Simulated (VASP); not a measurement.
# Re (Fd-3m) in VASP: notebook, part 2 of 2

VASP 6.6.1. The steps go on from the part before.

### Step 3. Single point, revPBE (20.97 Å³/atom)

This run uses another cell than the first one, of 20.97 Å³/atom.

Input file INCAR:

```
SYSTEM = Re
PREC = Accurate ; ENCUT = 520
EDIFF = 1E-6 ; ISMEAR = -1
SIGMA = 0.1 ; LREAL = .False.
LASPH = .True. ; NELM = 80
ALGO = Normal ; ISIF = 2
LWAVE = .False. ; LCHARG = .False.
GGA = RE ; NBANDS = 14
```

Input file KPOINTS:

```
Automatic mesh
0
Gamma
  11 11 11
  0 0 0
```

Input file POSCAR:

```
Re
1.0
    0.0000000000      2.7574723178      2.7574723178
    2.7574723178      0.0000000000      2.7574723178
    2.7574723178      2.7574723178      0.0000000000
Re
2
Direct
    0.1250000000      0.1250000000      0.1250000000
    0.8750000000      0.8750000000      0.8750000000
```

Potentials or basis: VASP PAW PBE potentials, release 64 (Re).

The run is started by

```console
$ cat potpaw_PBE.64/Re/POTCAR > POTCAR
$ mpirun -np 1 vasp_std > vasp.out
```

OUTCAR:

```text
SYSTEM = Re
   PREC = Accurate
   ENCUT = 520
   EDIFF = 1E-6
   ISMEAR = -1
   LREAL = .False.
   LASPH = .True.
   NELM = 80
   ISIF = 2
   GGA = RE

 ion  position               nearest neighbor table
   1  0.125  0.125  0.125-   2 2.39   2 2.39   2 2.39   2 2.39
   2  0.875  0.875  0.875-   1 2.39   1 2.39   1 2.39   1 2.39

  LATTYP: Found a face centered cubic cell.
 ALAT       =     5.5149446356

  Lattice vectors:

 A1 = (   0.0000000000,   2.7574723178,   2.7574723178)
 A2 = (   2.7574723178,   0.0000000000,   2.7574723178)
 A3 = (   2.7574723178,   2.7574723178,   0.0000000000)

Analysis of symmetry for initial positions (statically):
=====================================================================
 Subroutine PRICEL returns:
 Original cell was already a primitive cell.

 Routine SETGRP: Setting up the symmetry group for a
 face centered cubic supercell.

 Subroutine GETGRP returns: Found 48 space group operations
 (whereof 12 operations were pure point group operations)
 out of a pool of 48 trial point group operations.

The static configuration has the point symmetry D_3d.
 The point group associated with its full space group is O_h .

Analysis of symmetry for dynamics (positions and initial velocities):
=====================================================================
 Subroutine PRICEL returns:
 Original cell was already a primitive cell.

 Routine SETGRP: Setting up the symmetry group for a
 face centered cubic supercell.

 Subroutine GETGRP returns: Found 48 space group operations
 (whereof 12 operations were pure point group operations)
 out of a pool of 48 trial point group operations.

The dynamic configuration has the point symmetry D_3d.
 The point group associated with its full space group is O_h .

 Subroutine INISYM returns: Found 48 space group operations
 (whereof 12 operations are pure point group operations),
 and found     1 'primitive' translations

[... 122 lines left out ...]
   IVDW    =     0    specifies the selected vdW correction
   LEPSILON=     F    determine dielectric tensor
   LRPA    =     F    only Hartree local field effects (RPA)
 non-spin polarized calculation
  energy-cutoff  :      520.00
  volume of cell :       41.93
 maximum number of plane-waves:      1143
 NGX is ok and might be reduce to    30
   NGX = 15   NGY = 15   NGZ = 15

 number of electron      13.9999999 magnetization

 Free energy of the ion-electron system (eV)
  ---------------------------------------------------
  ext. energy  EPLUGINS =         0.00000000
  ---------------------------------------------------
  free energy    TOTEN  =       -20.74248487 eV

  energy without entropy =      -20.70431991  energy(sigma->0) =      -20.72340239

 E-fermi :   4.1512     XC(G=0): -11.3064

 val. band max:        4.0736371252   @ k =  -0.4545   0.4545   0.0000
 cond. band min:       4.1677407900   @ k =  -0.3636   0.4545   0.1818
 fundamental gap:      0.0941036648
 Fermi energy:         4.1511607949

 k-point     1 :       0.0000    0.0000    0.0000
  band No.  band energies     occupation
      1      -3.0229      2.00000
      2       0.8224      2.00000
      3       0.8224      2.00000
      4       1.7458      2.00000
      5       1.7458      2.00000
      6       1.7458      2.00000
      7       4.8404      0.00203
      8       4.8404      0.00203
      9       4.8404      0.00203
     10       8.6653      0.00000
     11       8.6653      0.00000
     12      15.6388      0.00000
     13      16.0666      0.00000
     14      17.1716      0.00000
[... 377 lines left out ...]
      1      -1.4552      2.00000
      2       0.3124      2.00000
      3       0.9664      2.00000
      4       1.2957      2.00000
      5       1.8797      2.00000
      6       2.8874      1.99999
      7       3.7360      1.96900
      8       4.3041      0.35628
      9       5.4716      0.00000
     10       7.4489      0.00000
     11       8.9576      0.00000
     12      12.7202      0.00000
     13      13.2659      0.00000
     14      15.2656      0.00000

 [... further k-points ...]

------------------------ aborting loop because EDIFF is reached ----------------------------------------

  FORCE on cell =-STRESS in cart. coord.  units (eV):
  Direction    XX          YY          ZZ          XY          YZ          ZX
  --------------------------------------------------------------------------------------
  -------------------------------------------------------------------------------------
  Total        3.8611400      3.8611400      3.8611400     -0.0000000      0.0000000     -0.0000000
  in kB      147.5239917    147.5239917    147.5239917     -0.0000000      0.0000000     -0.0000000
  external PRESSURE =     147.5239917 kB  Pullay stress =       0.0000000 kB

 VOLUME and BASIS-vectors are now :
 -----------------------------------------------------------------------------
  energy-cutoff  :      520.00
  volume of cell :       41.93
      direct lattice vectors                 reciprocal lattice vectors
     0.000000000  2.757472318  2.757472318    -0.181325483  0.181325483  0.181325483
     2.757472318  0.000000000  2.757472318     0.181325483 -0.181325483  0.181325483
     2.757472318  2.757472318  0.000000000     0.181325483  0.181325483 -0.181325483

 POSITION                                       TOTAL-FORCE (eV/Angst)
 -----------------------------------------------------------------------------------
      0.68937      0.68937      0.68937         0.000000      0.000000      0.000000
      4.82558      4.82558      4.82558        -0.000000     -0.000000     -0.000000
 -----------------------------------------------------------------------------------
    total drift:                               -0.000000      0.000000      0.000000

  FREE ENERGIE OF THE ION-ELECTRON SYSTEM (eV)
  ---------------------------------------------------
  free  energy   TOTEN  =       -20.7424848719 eV

  energy  without entropy=      -20.7043199124  energy(sigma->0) =      -20.72340239
```

stdout:

```text
POSCAR found type information on POSCAR Re
 POSCAR found :  1 types and       2 ions
 scaLAPACK will be used
 -----------------------------------------------------------------------------
|                                                                             |
|                                                                             |
|     You enforced a specific xc type in the INCAR file but a different       |
|     I HOPE YOU KNOW WHAT YOU ARE DOING!                                     |
|                                                                             |
 -----------------------------------------------------------------------------

 LDA part: xc-table for (Slater+PW92), standard interpolation
 POSCAR, INCAR and KPOINTS ok, starting setup
 FFT: planning ... GRIDC
 FFT: planning ... GRID_SOFT
 FFT: planning ... GRID
 WAVECAR not read
 entering main loop
```

Run time: 44 s. Hardware: 1 thread of AMD EPYC 7R43 (Zen 3), shared host; peak memory 0.14 GiB.

What came out:

* Free energy: -20.7425 eV
* Pressure: 14.8 GPa
* Band gap on the k mesh: zero (bands 7 and 8 overlap by 1.23 eV)

Levels at points of the mesh, in eV from the Fermi level:
| k point | band 5 | band 6 | band 7 | band 8 | band 9 | band 10 |
| --- | --- | --- | --- | --- | --- | --- |
| (0.00, 0.00, 0.00) | -2.41 | -2.41 | 0.69 | 0.69 | 0.69 | 4.51 |

Caveat: the cell stands under pressure; the PAW data sets were made with another functional, which shifts forces and pressure a little; spin-orbit coupling is left out, which moves the levels of the heavy elements.

### Step 4. Single point, revPBE (21.88 Å³/atom)

This run uses another cell than the first one, of 21.88 Å³/atom.

Input file INCAR:

```
ALGO = Normal
EDIFF = 1E-7
ENCUT = 520
GGA = RE
ISIF = 2
ISMEAR = -1
LASPH = True
LCHARG = True
LELF = True
LREAL = False
LVHAR = True
LWAVE = False
NBANDS = 14
NELM = 80
PREC = Accurate
SIGMA = 0.1
```

Input file KPOINTS:

```
k-points
0
Gamma
  11 11 11
```

Input file POSCAR:

```
Re
1.0
    0.0000000000      2.7968701024      2.7968701024
    2.7968701024      0.0000000000      2.7968701024
    2.7968701024      2.7968701024      0.0000000000
Re
2
Direct
    0.1250000000      0.1250000000      0.1250000000
    0.8750000000      0.8750000000      0.8750000000
```

The run is started by

```console
$ cat potpaw_PBE.64/Re/POTCAR > POTCAR
$ mpirun -np 1 vasp_std > vasp.out
```

Run time: 46 s. Hardware: 1 thread of AMD EPYC 7R43 (Zen 3), shared host; peak memory 0.15 GiB.

Results (log left out):

| Property | Result |
| --- | --- |
| Free energy | -20.8579 eV |
| Pressure | 5.7 GPa |
| Band gap on the k mesh | zero (bands 7 and 8 overlap by 1.19 eV) |

Levels at points of the mesh, in eV from the Fermi level:
| k point | band 3 | band 4 | band 5 | band 6 | band 7 | band 8 | band 9 | band 10 | band 11 | band 12 |
| --- | --- | --- | --- | --- | --- | --- | --- | --- | --- | --- |
| (0.00, 0.00, 0.00) | -3.13 | -2.32 | -2.32 | -2.32 | 0.66 | 0.66 | 0.66 | 4.25 | 4.25 | 11.34 |

Caveat: the cell stands under pressure; the PAW data sets were made with another functional, which shifts forces and pressure a little; spin-orbit coupling is left out, which moves the levels of the heavy elements.

### Step 5. Single point, revPBE (22.79 Å³/atom)

This run uses another cell than the first one, of 22.79 Å³/atom.

Input file INCAR:

```
ALGO = Normal
EDIFF = 1E-6
ENCUT = 520
GGA = RE
ISIF = 2
ISMEAR = -1
LASPH = True
LCHARG = False
LREAL = False
LWAVE = False
NBANDS = 14
NELM = 100
PREC = Accurate
SIGMA = 0.1
```

KPOINTS is that of step 4.

Input file POSCAR:

```
Re
1.0
    0.0000000000      2.8351881530      2.8351881530
    2.8351881530      0.0000000000      2.8351881530
    2.8351881530      2.8351881530      0.0000000000
Re
2
Direct
    0.1250000000      0.1250000000      0.1250000000
    0.8750000000      0.8750000000      0.8750000000
```

Potentials or basis: VASP PAW PBE potentials, release 64 (Re).

The run is started by

```console
$ cat potpaw_PBE.64/Re/POTCAR > POTCAR
$ mpirun -np 1 vasp_std > vasp.out
```

OUTCAR:

```text
EDIFF = 1E-6
   ENCUT = 520
   GGA = RE
   ISIF = 2
   ISMEAR = -1
   LASPH = True
   LREAL = False
   NELM = 100
   PREC = Accurate

 ion  position               nearest neighbor table
   1  0.125  0.125  0.125-   2 2.46   2 2.46   2 2.46   2 2.46
   2  0.875  0.875  0.875-   1 2.46   1 2.46   1 2.46   1 2.46

  LATTYP: Found a face centered cubic cell.
 ALAT       =     5.6703763060

  Lattice vectors:

 A1 = (   0.0000000000,   2.8351881530,   2.8351881530)
[... 593 lines left out ...]

 [... further k-points ...]

------------------------ aborting loop because EDIFF is reached ----------------------------------------

  FORCE on cell =-STRESS in cart. coord.  units (eV):
  Direction    XX          YY          ZZ          XY          YZ          ZX
  --------------------------------------------------------------------------------------
  -------------------------------------------------------------------------------------
  Total       -0.4732740     -0.4732740     -0.4732740     -0.0000000     -0.0000000      0.0000000
  in kB      -16.6359487    -16.6359487    -16.6359487     -0.0000000     -0.0000000      0.0000000
  external PRESSURE =     -16.6359487 kB  Pullay stress =       0.0000000 kB

 VOLUME and BASIS-vectors are now :
 -----------------------------------------------------------------------------
  energy-cutoff  :      520.00
  volume of cell :       45.58
      direct lattice vectors                 reciprocal lattice vectors
     0.000000000  2.835188153  2.835188153    -0.176355139  0.176355139  0.176355139
     2.835188153  0.000000000  2.835188153     0.176355139 -0.176355139  0.176355139
     2.835188153  2.835188153  0.000000000     0.176355139  0.176355139 -0.176355139

 POSITION                                       TOTAL-FORCE (eV/Angst)
 -----------------------------------------------------------------------------------
      0.70880      0.70880      0.70880        -0.000000     -0.000000     -0.000000
      4.96158      4.96158      4.96158         0.000000      0.000000      0.000000
 -----------------------------------------------------------------------------------
    total drift:                               -0.000000      0.000000      0.000000

  FREE ENERGIE OF THE ION-ELECTRON SYSTEM (eV)
  ---------------------------------------------------
  free  energy   TOTEN  =       -20.8802397669 eV

  energy  without entropy=      -20.8372669330  energy(sigma->0) =      -20.85875335
```

OSZICAR:

```text
N       E                     dE             d eps       ncg     rms          rms(c)
DAV:   1     0.230999882476E+02    0.23100E+02   -0.62877E+03  3136   0.112E+03
DAV:   2    -0.199934180972E+02   -0.43093E+02   -0.37275E+02  2582   0.222E+02
DAV:   3    -0.213964648001E+02   -0.14030E+01   -0.13469E+01  2588   0.486E+01
DAV:   4    -0.214245765616E+02   -0.28112E-01   -0.27957E-01  2392   0.569E+00
DAV:   5    -0.214254241679E+02   -0.84761E-03   -0.84726E-03  2516   0.142E+00    0.270E+01
DAV:   6    -0.210326432026E+02    0.39278E+00   -0.36170E-01  2746   0.134E+01    0.127E+01
DAV:   7    -0.208884592303E+02    0.14418E+00   -0.24049E-01  2794   0.106E+01    0.723E-01
DAV:   8    -0.208800809145E+02    0.83783E-02   -0.15273E-02  2600   0.154E+00    0.165E-01
DAV:   9    -0.208802098238E+02   -0.12891E-03   -0.34632E-04  2740   0.338E-01    0.807E-02
DAV:  10    -0.208802321793E+02   -0.22355E-04   -0.15764E-05  2640   0.824E-02    0.353E-02
DAV:  11    -0.208802395829E+02   -0.74036E-05   -0.71087E-06  2506   0.823E-02    0.954E-03
DAV:  12    -0.208802397669E+02   -0.18401E-06   -0.32321E-07  1164   0.148E-02
   1 F= -.20880240E+02 E0= -.20858753E+02  d E =-.429728E-01
```

Run time: 44 s. Hardware: 1 thread of AMD EPYC 7R43 (Zen 3), shared host; peak memory 0.15 GiB.

What came out:

```yaml
Free_energy: -20.8802 eV
Pressure: -1.7 GPa
Band_gap_on_the_k_mesh: zero (bands 7 and 8 overlap by 1.14 eV)
```

Levels at points of the mesh, in eV from the Fermi level:
```csv
k point,band 4,band 5,band 6,band 7,band 8,band 9,band 10,band 11
"(0.00, 0.00, 0.00)",-2.24,-2.24,-2.24,0.63,0.63,0.63,4.00,4.00
```

Caveat: the PAW data sets were made with another functional, which shifts forces and pressure a little; spin-orbit coupling is left out, which moves the levels of the heavy elements.

### Step 6. Summary

| cell | gap on the mesh (eV) | pressure (GPa) |
| --- | --- | --- |
| a = 3.842 Å, angles 60.0°, 2 atoms | none | 25.9 |
| a = 3.900 Å, angles 60.0°, 2 atoms | none | 14.8 |
| a = 3.955 Å, angles 60.0°, 2 atoms | none | 5.7 |
| a = 4.010 Å, angles 60.0°, 2 atoms | none | -1.7 |

Alike in all rows: task single point; level revPBE; potentials or basis VASP PAW PBE potentials, release 64 (Re); no spin polarisation; k mesh 11 × 11 × 11; cutoff (eV) 520; smearing fermi-dirac 0.1 eV.

Caveats: the PAW data sets were made with another functional, which shifts forces and pressure a little; spin-orbit coupling is left out, which moves the levels of the heavy elements; the cell stands under pressure (at least some runs).

Absolute energies hang on the potentials; compare differences alone.

The gap in the log of VASP goes by the Fermi energy; the results here count the filled bands.